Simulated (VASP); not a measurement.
Te2Mo:

```xyz
6
Lattice="3.5570 0.0000 0.0000 -1.7785 3.0804 0.0000 0.0000 0.0000 15.2118" Properties=species:S:1:pos:R:3 pbc="T T T"
Te    0.0000    2.0536    9.6010
Te    1.7785    1.0268    1.9951
Te    0.0000    2.0536   13.2167
Te    1.7785    1.0268    5.6108
Mo    0.0000    2.0536    3.8029
Mo    1.7785    1.0268   11.4088
```

Base run:

```yaml
Program: VASP 6.6.1
Functional: PBE
Potentials_or_basis: VASP PAW PBE potentials, release 64 (Te, Mo_sv)
Cutoff: 520 eV
k_mesh: 12 × 12 × 2
Occupations: gaussian, width 0.02 eV
Spin: no spin polarisation
```

Its results: band gap on the k mesh 1.01 eV, indirect (least direct gap 1.03 eV); pressure 0.0 GPa; largest force 0.013 eV/Å.

The run is repeated on the same cell with these changes: functional from PBE to r2SCAN. What comes out?

Band gap on the k mesh 1.11 eV, indirect (the least direct gap lies 2.4 meV higher); pressure -0.7 GPa; largest force 0.176 eV/Å.

Caveats: spin-orbit coupling is left out, which moves the levels of the heavy elements; this functional lacks dispersion, which binds the layers, so the pressure and a relaxed spacing across them are unreliable (some runs); the PAW data sets were made with another functional, which shifts forces and pressure a little (some runs).

A k mesh can miss the band edges.
